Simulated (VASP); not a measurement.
# K (P6_3/mmc) in VASP: further runs, part 2 of 2

VASP 6.6.1. Earlier steps stand in the parts before.

### 5 Relaxation of cell and atoms, PBEsol

This run uses another cell than the first one, of 71.32 Å³/atom.

Input file INCAR:

```
SYSTEM = K
ALGO = Normal
EDIFF = 1E-6
EDIFFG = -0.01
ENCUT = 600
GGA = PS
IBRION = 2
ISIF = 3
ISMEAR = -1
LASPH = .TRUE.
LCHARG = .FALSE.
LREAL = .FALSE.
LWAVE = .FALSE.
NELM = 80
NSW = 80
PREC = Accurate
SIGMA = 0.1
```

Input file KPOINTS:

```
k-points
0
G
  8 8 2
  0 0 0
```

Input file POSCAR:

```
K
1.0
    4.6549393048      0.0000000000      0.0000000000
   -2.3274696524      4.0312956910      0.0000000000
    0.0000000000      0.0000000000     15.2030317694
K
4
Direct
    0.0000000000      0.0000000000      0.0000000000
    0.0000000000      0.0000000000      0.5000000000
    0.3333333333      0.6666666667      0.2500000000
    0.6666666667      0.3333333333      0.7500000000
```

Potentials or basis: VASP PAW PBE potentials, release 64 (K_sv).

Launch:

```bash
$ cat potpaw_PBE.64/K_sv/POTCAR > POTCAR
$ mpirun -np 1 vasp_std > vasp.out
```

OUTCAR:

```text
SYSTEM = K
   EDIFF = 1E-6
   EDIFFG = -0.01
   ENCUT = 600
   GGA = PS
   IBRION = 2
   ISIF = 3
   ISMEAR = -1
   LASPH = .TRUE.
   LREAL = .FALSE.
   NELM = 80
   NSW = 80
   PREC = Accurate

 ion  position               nearest neighbor table
   1  0.000  0.000  0.000-
   2  0.000  0.000  0.500-
   3  0.333  0.667  0.250-
   4  0.667  0.333  0.750-
[... 695 lines left out ...]

  FORCE on cell =-STRESS in cart. coord.  units (eV):
  Direction    XX          YY          ZZ          XY          YZ          ZX
  --------------------------------------------------------------------------------------
  -------------------------------------------------------------------------------------
  Total        0.0070691      0.0070691     -0.0084180      0.0000000     -0.0000000      0.0000000
  in kB        0.0396995      0.0396995     -0.0472751      0.0000000     -0.0000000      0.0000000
  external PRESSURE =       0.0107080 kB  Pullay stress =       0.0000000 kB

 VOLUME and BASIS-vectors are now :
 -----------------------------------------------------------------------------
  energy-cutoff  :      600.00
  volume of cell :      285.29
      direct lattice vectors                 reciprocal lattice vectors
     4.654939305  0.000000000  0.000000000     0.214825572  0.124029602  0.000000000
    -2.327469652  4.031295691  0.000000000     0.000000000  0.248059204  0.000000000
     0.000000000  0.000000000 15.203031769     0.000000000  0.000000000  0.065776354

 POSITION                                       TOTAL-FORCE (eV/Angst)
 -----------------------------------------------------------------------------------
      0.00000      0.00000      0.00000         0.000000      0.000000      0.000000
      0.00000      0.00000      7.60152         0.000000      0.000000      0.000000
     -0.00000      2.68753      3.80076         0.000000      0.000000      0.000000
      2.32747      1.34377     11.40227        -0.000000     -0.000000     -0.000000
 -----------------------------------------------------------------------------------
    total drift:                                0.000000     -0.000000      0.000000

  FREE ENERGIE OF THE ION-ELECTRON SYSTEM (eV)
  ---------------------------------------------------
  free  energy   TOTEN  =        -4.5889218760 eV

  energy  without entropy=       -4.4908211423  energy(sigma->0) =       -4.53987151

 reached required accuracy - stopping structural energy minimisation
```

OSZICAR:

```text
N       E                     dE             d eps       ncg     rms          rms(c)
DAV:   1     0.292759421394E+03    0.29276E+03   -0.16127E+04   896   0.147E+03
DAV:   2     0.183855126223E+02   -0.27437E+03   -0.27137E+03  1110   0.378E+02
DAV:   3    -0.352566826480E+01   -0.21911E+02   -0.21437E+02  1416   0.811E+01
DAV:   4    -0.455410812599E+01   -0.10284E+01   -0.10258E+01  1196   0.170E+01
DAV:   5    -0.459772175615E+01   -0.43614E-01   -0.43608E-01  1304   0.292E+00    0.401E+00
DAV:   6    -0.459045089724E+01    0.72709E-02   -0.19223E-02  1098   0.955E-01    0.259E+00
DAV:   7    -0.458891056305E+01    0.15403E-02   -0.28549E-02  1194   0.962E-01    0.214E-01
DAV:   8    -0.458887305655E+01    0.37506E-04   -0.36920E-03  1086   0.465E-01    0.549E-02
DAV:   9    -0.458891362816E+01   -0.40572E-04   -0.15109E-04  1450   0.664E-02    0.195E-02
DAV:  10    -0.458892163912E+01   -0.80110E-05   -0.11292E-05  1036   0.232E-02    0.485E-03
DAV:  11    -0.458892270184E+01   -0.10627E-05   -0.11730E-06   710   0.101E-02    0.281E-03
DAV:  12    -0.458892187596E+01    0.82588E-06   -0.30570E-07   632   0.420E-03
   1 F= -.45889219E+01 E0= -.45398715E+01  d E =-.458892E+01
```

Wall time 4.5 min (1 thread of Intel Xeon 8259CL, shared host); peak memory 0.52 GiB.

Results:

```
Free energy             : -4.5889 eV
Pressure after relaxing : 0.0 GPa
Band gap on the k mesh  : zero (bands 18 and 19 overlap by 2.17 eV)
```

Final structure:
```
K
1.0
     4.65494    0.00000    0.00000
    -2.32747    4.03130    0.00000
     0.00000    0.00000   15.20303
K
4
Direct
  0.00000 0.00000 0.00000
  0.00000 0.00000 0.50000
  0.33333 0.66667 0.25000
  0.66667 0.33333 0.75000
```

Levels at points of the mesh, in eV from the Fermi level:
```csv
k point,band 16,band 17,band 18,band 19,band 20,band 21
"(0.00, 0.00, 0.00)",-15.45,-2.18,-1.44,-1.44,0.35,0.59
"(0.50, 0.00, 0.00)",-15.46,0.18,0.25,0.66,0.66,0.86
"(0.00, 0.00, 0.50)",-15.45,-1.99,-1.99,-0.60,-0.60,1.64
"(0.50, 0.00, 0.50)",-15.46,0.30,0.30,0.41,0.41,1.25
```

Caveat: the relaxation stopped at its first step, so nothing moved; the PAW data sets were made with another functional, which shifts forces and pressure a little.

### 6 Overview

| task | cell | k mesh | cutoff (eV) | gap on the mesh (eV) | pressure (GPa) |
| --- | --- | --- | --- | --- | --- |
| single point | a = 4.776, b = 4.776, c = 15.598 Å, angles 90.0, 90.0, 120.0°, 4 atoms | 9 × 9 × 3 | 520 | none | -0.3 |
| single point | a = 4.834, b = 4.834, c = 15.788 Å, angles 90.0, 90.0, 120.0°, 4 atoms | 9 × 9 × 3 | 520 | none | -0.3 |
| single point | a = 4.655, b = 4.655, c = 15.203 Å, angles 90.0, 90.0, 120.0°, 4 atoms | 10 × 10 × 3 | 520 | none | 0.0 |
| relaxation of cell and atoms | relaxed from a = 4.655, b = 4.655, c = 15.203 Å, angles 90.0, 90.0, 120.0°, 4 atoms | 8 × 8 × 2 | 600 | none | 0.0 |

Alike in all rows: level PBEsol; potentials or basis VASP PAW PBE potentials, release 64 (K_sv); no spin polarisation; smearing fermi-dirac 0.1 eV.

Caveats: the PAW data sets were made with another functional, which shifts forces and pressure a little; the relaxation stopped at its first step, so nothing moved (at least some runs).

Total energies depend on the potentials used, so only differences within one code and one set of settings carry meaning.
